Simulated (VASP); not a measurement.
# CaO (Fm-3m) in VASP: vibrations by perturbation theory with PBEsol

Aim: the vibrations by perturbation theory of CaO with PBEsol.

Program: VASP 6.6.1. These are calculated values, not measurements. Logs are shortened: lines on timing, memory, paths and dates and some standing lists are left out, and cuts for length are marked.

## (1) The cell of the first run

The structure is cubic, space group Fm-3m (No. 225). The conventional cell has a = 4.767 Å, b = 4.767 Å, c = 4.767 Å, α = 90.00°, β = 90.00°, γ = 90.00°. Within 3.1 Å of Ca (site symmetry m-3m) lie 6 O at 2.38 Å. Within 3.1 Å of O (site symmetry m-3m) lie 6 Ca at 2.38 Å.

## (2) Vibrations by perturbation theory, PBEsol

Contents of INCAR:

```
  PREC = Accurate
  ENCUT = 520
  EDIFF = 1E-8
  ISMEAR = 0
  SIGMA = 0.01
  LREAL = False
  LASPH = True
  NELM = 80
  ALGO = Normal
  ISIF = 2
  LWAVE = False
  LCHARG = False
  GGA = PS
  IBRION = 8
  NSW = 1
```

Contents of KPOINTS:

```
regular mesh
0
Gamma
  8 8 8
```

Contents of POSCAR:

```
CaO
1.0
    0.0000000000      2.3835762540      2.3835762540
    2.3835762540      0.0000000000      2.3835762540
    2.3835762540      2.3835762540      0.0000000000
Ca O
1 1
Direct
    0.0000000000      0.0000000000      0.0000000000
    0.5000000000      0.5000000000      0.5000000000
```

Potentials or basis: VASP PAW PBE potentials, release 64 (Ca_sv, O).

Run with:

```bash
cat potpaw_PBE.64/Ca_sv/POTCAR potpaw_PBE.64/O/POTCAR > POTCAR
mpirun -np 1 vasp_std > vasp.out
```

OUTCAR:

```text
PREC = Accurate
   ENCUT = 520
   EDIFF = 1E-8
   ISMEAR = 0
   LREAL = False
   LASPH = True
   NELM = 80
   ISIF = 2
   GGA = PS
   IBRION = 8
   NSW = 1

 ion  position               nearest neighbor table
   1  0.000  0.000  0.000-   2 2.38   2 2.38   2 2.38   2 2.38   2 2.38   2 2.38
   2  0.500  0.500  0.500-   1 2.38   1 2.38   1 2.38   1 2.38   1 2.38   1 2.38

  LATTYP: Found a face centered cubic cell.
 ALAT       =     4.7671525080

  Lattice vectors:

 A1 = (   0.0000000000,   2.3835762540,   2.3835762540)
 A2 = (   2.3835762540,   0.0000000000,   2.3835762540)
 A3 = (   2.3835762540,   2.3835762540,   0.0000000000)

Analysis of symmetry for initial positions (statically):
=====================================================================
 Subroutine PRICEL returns:
 Original cell was already a primitive cell.

 Routine SETGRP: Setting up the symmetry group for a
 face centered cubic supercell.

 Subroutine GETGRP returns: Found 48 space group operations
 (whereof 48 operations were pure point group operations)
 out of a pool of 48 trial point group operations.

The static configuration has the point symmetry O_h .

Analysis of symmetry for dynamics (positions and initial velocities):
=====================================================================
 Subroutine PRICEL returns:
 Original cell was already a primitive cell.

 Routine SETGRP: Setting up the symmetry group for a
 face centered cubic supercell.

 Subroutine GETGRP returns: Found 48 space group operations
 (whereof 48 operations were pure point group operations)
 out of a pool of 48 trial point group operations.

The dynamic configuration has the point symmetry O_h .

 Subroutine INISYM returns: Found 48 space group operations
 (whereof 48 operations are pure point group operations),
 and found     1 'primitive' translations

----------------------------------------------------------------------------------------

                                     Primitive cell

  volume of cell :      27.0843

  direct lattice vectors                    reciprocal lattice vectors
     0.000000000  2.383576254  2.383576254    -0.209768829  0.209768829  0.209768829
     2.383576254  0.000000000  2.383576254     0.209768829 -0.209768829  0.209768829
     2.383576254  2.383576254  0.000000000     0.209768829  0.209768829 -0.209768829

  length of vectors
     3.370885865  3.370885865  3.370885865     0.363330270  0.363330270  0.363330270

  position of ions in fractional coordinates (direct lattice)
     0.000000000  0.000000000  0.000000000
     0.500000000  0.500000000  0.500000000

  ion indices of the primitive-cell ions
   primitive index   ion index
                 1           1
                 2           2

----------------------------------------------------------------------------------------

 KPOINTS: regular mesh

Automatic generation of k-mesh.
 Grid dimensions read from file:
 generate k-points for:    8    8    8

 Generating k-lattice:

  Cartesian coordinates                     Fractional coordinates (reciprocal lattice)
    -0.026221104  0.026221104  0.026221104     0.125000000  0.000000000  0.000000000
     0.026221104 -0.026221104  0.026221104     0.000000000  0.125000000  0.000000000
     0.026221104  0.026221104 -0.026221104     0.000000000  0.000000000  0.125000000

  Length of vectors
     0.045416284  0.045416284  0.045416284

  Shift w.r.t. Gamma in fractional coordinates (k-lattice)
     0.000000000  0.000000000  0.000000000

 Subroutine IBZKPT returns following result:
 ===========================================

 Found     29 irreducible k-points:

 Following reciprocal coordinates:
            Coordinates               Weight
  0.000000  0.000000  0.000000      1.000000
  0.125000  0.000000  0.000000      8.000000
  0.250000  0.000000  0.000000      8.000000
  0.375000  0.000000  0.000000      8.000000
  0.500000  0.000000  0.000000      4.000000
  0.125000  0.125000  0.000000      6.000000
[... 16 lines left out ...]
  0.500000  0.250000  0.125000     48.000000
 -0.375000  0.250000  0.125000     24.000000
 [... further k-points ...]
   k-points           NKPTS =     29   k-points in BZ     NKDIM =     29   number of bands    NBANDS=     12
   number of dos      NEDOS =    301   number of ions     NIONS =      2
   total plane-waves  NPLWV =  21952
   dimension x,y,z NGX =    28 NGY =   28 NGZ =   28
   dimension x,y,z NGXF=    56 NGYF=   56 NGZF=   56
   ions per type =               1   1
   NGX,Y,Z   is equivalent  to a cutoff of  13.81, 13.81, 13.81 a.u.
   NGXF,Y,Z  is equivalent  to a cutoff of  27.62, 27.62, 27.62 a.u.
 SYSTEM =  unknown system
[... 15 lines left out ...]
   ISIF   =      2    stress and relaxation
   ISYM   =      2    0-nonsym 1-usesym 2-fastsym
   POTIM  = 0.5000    time-step for ionic-motion
   TEBEG  =    0.0;   TEEND  =   0.0 temperature during run
   PSTRESS=    0.0 pullay stress
   NELECT =      16.0000    total number of electrons
   NUPDOWN=      -1.0000    fix difference up-down
   EMIN   =  10.00;   EMAX   =-10.00  energy-range for DOS
   EFERMI =   0.00;   METHOD = LEGACY
   ISMEAR =     0;   SIGMA  =   0.01  broadening in eV -4-tet -1-fermi 0-gaus
   EFERMI_NEDOS =   21; number of points for ismear=-14 and -15
   IALGO  =     38    algorithm
   IMIX   =      4    mixing-type and parameters
     AMIX     =   0.40;   BMIX     =  1.00
     AMIX_MAG =   1.60;   BMIX_MAG =  1.00
  volume/ion in A,a.u.               =      13.54        91.39
  Fermi-wavevector in a.u.,A,eV,Ry     =   1.373649  2.595820 25.672991  1.886912
  Thomas-Fermi vector in A             =   2.499147
   LORBIT       =      0    0 simple, 1 ext, 2 COOP (PROOUT), +10 PAW based schemes
   GGA     = PS    functional components
   LHFCALC =     F    Hartree Fock is set to
   AEXX    =    0.0000 exact exchange contribution
   IVDW    =     0    specifies the selected vdW correction
   LEPSILON=     F    determine dielectric tensor
   LRPA    =     F    only Hartree local field effects (RPA)
 non-spin polarized calculation
 Gauss-broadening in eV      SIGMA  =   0.01
  energy-cutoff  :      520.00
  volume of cell :       27.08
 maximum number of plane-waves:       745
 NGX is ok and might be reduce to    28
   NGX = 13   NGY = 13   NGZ = 13

--------------------------------------- Ionic step        1  -------------------------------------------

 number of electron      15.9999997 magnetization

 Free energy of the ion-electron system (eV)
  ---------------------------------------------------
  ext. energy  EPLUGINS =         0.00000000
  ---------------------------------------------------
  free energy    TOTEN  =       -13.41079867 eV

  energy without entropy =      -13.41079867  energy(sigma->0) =      -13.41079867

 E-fermi :   2.4222     XC(G=0): -10.8588

 val. band max:        2.3354204774   @ k =   0.0000   0.0000   0.0000
 cond. band min:       5.8576169961   @ k =   0.5000   0.5000   0.0000
 fundamental gap:      3.5221965187
 Fermi energy:         2.4221836245

 k-point     1 :       0.0000    0.0000    0.0000
  band No.  band energies     occupation
      1     -34.9520      2.00000
      2     -15.7739      2.00000
      3     -15.7739      2.00000
      4     -15.7739      2.00000
      5     -13.1569      2.00000
      6       2.3354      2.00000
      7       2.3354      2.00000
      8       2.3354      2.00000
      9       7.0995      0.00000
     10       8.5857      0.00000
     11       8.5857      0.00000
     12       8.5857      0.00000
[... 331 lines left out ...]
 k-point    24 :      -0.3750    0.2500    0.1250
  band No.  band energies     occupation
      1     -34.8142      2.00000
      2     -16.7914      2.00000
      3     -16.0429      2.00000
      4     -15.9147      2.00000
      5     -12.1269      2.00000
      6       0.2031      2.00000
      7       1.1652      2.00000
      8       1.2293      2.00000
      9       9.1361      0.00000
     10       9.1994      0.00000
     11      11.2661      0.00000
     12      11.4685      0.00000

 [... further k-points ...]

------------------------ aborting loop because EDIFF is reached ----------------------------------------

  FORCE on cell =-STRESS in cart. coord.  units (eV):
  Direction    XX          YY          ZZ          XY          YZ          ZX
  --------------------------------------------------------------------------------------
  -------------------------------------------------------------------------------------
  Total        0.1105506      0.1105506      0.1105506     -0.0000000     -0.0000000     -0.0000000
  in kB        6.5396528      6.5396528      6.5396528     -0.0000000     -0.0000000     -0.0000000
  external PRESSURE =       6.5396528 kB  Pullay stress =       0.0000000 kB

 VOLUME and BASIS-vectors are now :
 -----------------------------------------------------------------------------
  energy-cutoff  :      520.00
  volume of cell :       27.08
      direct lattice vectors                 reciprocal lattice vectors
     0.000000000  2.383576254  2.383576254    -0.209768829  0.209768829  0.209768829
     2.383576254  0.000000000  2.383576254     0.209768829 -0.209768829  0.209768829
     2.383576254  2.383576254  0.000000000     0.209768829  0.209768829 -0.209768829

 POSITION                                       TOTAL-FORCE (eV/Angst)
 -----------------------------------------------------------------------------------
      0.00000      0.00000      0.00000         0.000000      0.000000      0.000000
      2.38358      2.38358      2.38358        -0.000000     -0.000000     -0.000000
 -----------------------------------------------------------------------------------
    total drift:                                0.000000      0.000000      0.000000

  FREE ENERGIE OF THE ION-ELECTRON SYSTEM (eV)
  ---------------------------------------------------
  free  energy   TOTEN  =       -13.4107986666 eV

  energy  without entropy=      -13.4107986666  energy(sigma->0) =      -13.41079867

[... ionic steps 2 to 3 ...]

--------------------------------------- Ionic step        4  -------------------------------------------

------------------------ aborting loop because EDIFF is reached ----------------------------------------

[... ionic steps 5 to 6 ...]

--------------------------------------- Ionic step        7  -------------------------------------------

 Free energy of the ion-electron system (eV)
  ---------------------------------------------------
  ---------------------------------------------------
  free energy    TOTEN  =        -0.36192666 eV

  energy without entropy =       -0.36192666

------------------------ aborting loop because EDIFF is reached ----------------------------------------

 INTERNAL STRAIN TENSOR  FOR ION    2  DIRECTION 1   (eV/Angst):
 -----------------------------------------------------------------------------
     0.01965 -0.00000  0.00000
     0.00000 -0.01096  0.00000
     0.00000  0.00000 -0.01096

 INTERNAL STRAIN TENSOR FOR ION    2 for displacements in x,y,z  (eV/Angst):
          X           Y           Z          XY          YZ          ZX
  --------------------------------------------------------------------------------
  x     0.00000     0.00000     0.00000     0.00000     0.00000     0.00000
  y     0.00000     0.00000     0.00000     0.00000     0.00000     0.00000
  z     0.00000     0.00000     0.00000     0.00000     0.00000     0.00000

 SECOND DERIVATIVES (NOT SYMMETRIZED)
 ------------------------------------
               1X          1Y          1Z          2X          2Y          2Z
  1X    -3.309515    0.000000    0.000000    3.309515    0.000000    0.000000
  1Y     0.000000   -3.309515    0.000000    0.000000    3.309515    0.000000
  1Z     0.000000    0.000000   -3.309515    0.000000    0.000000    3.309515
  2X     3.278943    0.000000    0.000000   -3.278943    0.000000    0.000000
  2Y     0.000000    3.278943    0.000000    0.000000   -3.278943    0.000000
  2Z     0.000000    0.000000    3.278943    0.000000    0.000000   -3.278943

 Eigenvectors and eigenvalues of the dynamical matrix
 ----------------------------------------------------

   1 f  =    8.382600 THz    52.669428 2PiTHz  279.613432 cm-1    34.667632 meV
             X         Y         Z           dx          dy          dz
      0.000000  0.000000  0.000000     0.000000   -0.535924   -0.000000
      2.383576  2.383576  2.383576    -0.000000    0.844266    0.000000
[... 21 lines left out ...]
   6 f/i=    0.017600 THz     0.110581 2PiTHz    0.587058 cm-1     0.072786 meV
             X         Y         Z           dx          dy          dz
      0.000000  0.000000  0.000000    -0.144476   -0.792845    0.251612
      2.383576  2.383576  2.383576    -0.091710   -0.503283    0.159718

--------------------------------------------------------------------------------------------------------

 ELASTIC MODULI CONTR FROM IONIC RELAXATION (kBar)
 Direction    XX          YY          ZZ          XY          YZ          ZX
 --------------------------------------------------------------------------------
 XX           0.0000      0.0000      0.0000      0.0000      0.0000      0.0000
 YY           0.0000      0.0000      0.0000      0.0000      0.0000      0.0000
 ZZ           0.0000      0.0000      0.0000      0.0000      0.0000      0.0000
 XY           0.0000      0.0000      0.0000      0.0000      0.0000      0.0000
 YZ           0.0000      0.0000      0.0000      0.0000      0.0000      0.0000
 ZX           0.0000      0.0000      0.0000      0.0000      0.0000      0.0000
 --------------------------------------------------------------------------------
```

Wall time 3.3 min (1 thread of Intel Xeon Platinum 8375C at 2.90GHz (Ice Lake), shared host); peak memory 0.21 GiB.

Results:

```yaml
Highest_phonon_frequency_at_Γ_LO-TO_splitting_left_out: 280 cm⁻¹
```

Phonon frequencies in cm⁻¹ (negative: imaginary):
```
              q point           frequencies
(0.000, 0.000, 0.000)  -1 -1 -1 280 280 280
```

Caveat: the PAW data sets were made with another functional, which shifts forces and pressure a little.
